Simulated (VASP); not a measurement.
Runs of VASP 6.6.1 on Ti2BN3. The structure is that of space group P4/mmm (No. 123), or close to it. The cells are those of the table. 

| task | spin | cell | k mesh | cutoff (eV) | gap on the mesh (eV) | pressure (GPa) | moment (μB) | largest force (eV/Å) |
| --- | --- | --- | --- | --- | --- | --- | --- | --- |
| single point | off | a = 2.804, b = 2.804, c = 7.257 Å, 6 atoms | 6 × 6 × 4 | 520 | none | 0.3 | - | 0.05 |
| relaxation of cell and atoms | off | relaxed from a = 2.800, b = 2.800, c = 7.355 Å, 6 atoms | 6 × 6 × 4 | 600 | none | 0.1 | - | 0.01 |
| single point | collinear, ferromagnetic start | a = 2.800, b = 2.800, c = 7.355 Å, 6 atoms | 6 × 6 × 2 | 520 | none | 0.2 | 0.00 | 0.05 |
| single point | collinear, ferromagnetic start | a = 2.846, b = 2.846, c = 9.514 Å, 6 atoms | 6 × 6 × 2 | 520 | none | -29.3 | 0.00 | (a) |
| single point | off | a = 2.803, b = 2.803, c = 7.234 Å, 6 atoms | 14 × 14 × 6 | 520 | none | 0.2 | - | 0.03 |

Alike in all rows: level PBE; potentials or basis VASP PAW PBE potentials, release 64 (Ti_sv, B, N); smearing gaussian 0.1 eV.

Question: Fill in the values left out.

Answer: (a) 3.20.

Caveats: some runs use coarse meshes; forces of over 1 eV/Å act on the atoms, so gaps and moduli don't describe the material at rest (some runs).

A gap of «none» marks levels without a gap at the run's occupations.
